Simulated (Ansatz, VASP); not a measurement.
**One calculation of NaH2, two programs**

```
Na H
1.0
     2.70413    0.00000    0.00000
    -1.35206    2.34184    0.00000
     0.00000    0.00000    5.42349
Na H
1 2
Direct
  0.00000 0.00000 0.53604
  0.33333 0.66667 0.89400
  0.00000 0.00000 0.83675
```

Alike in both runs: task relaxation of cell and atoms; functional PBE; k mesh 9 × 9 × 4; occupations gaussian, width 0.1 eV; no spin polarisation.

```csv
,VASP,Ansatz
version,VASP 6.6.1,Ansatz 0.2.0
potentials or method,"VASP PAW PBE potentials, release 64 (Na_pv, H), cutoff 500 eV","scalar-relativistic, plane waves, PAW"
valence electrons in the cell,9,11
```

|  | VASP | Ansatz | Ansatz less VASP |
| --- | --- | --- | --- |
| gap on the k mesh at the Fermi level, each at its own relaxed structure (eV) | none | none | - |
| relaxed volume (Å³/atom) | 12.45 | 13.06 | +0.609 |
| relaxed cell length with the largest relative difference (Å) | 3.349 | 3.436 | +0.0872 |

A gap of «none» marks a metal or a gap that the smearing closes. VASP's potentials hold 9 valence electrons a cell and Ansatz's 11, so a difference there can come from the potentials and not from the codes.
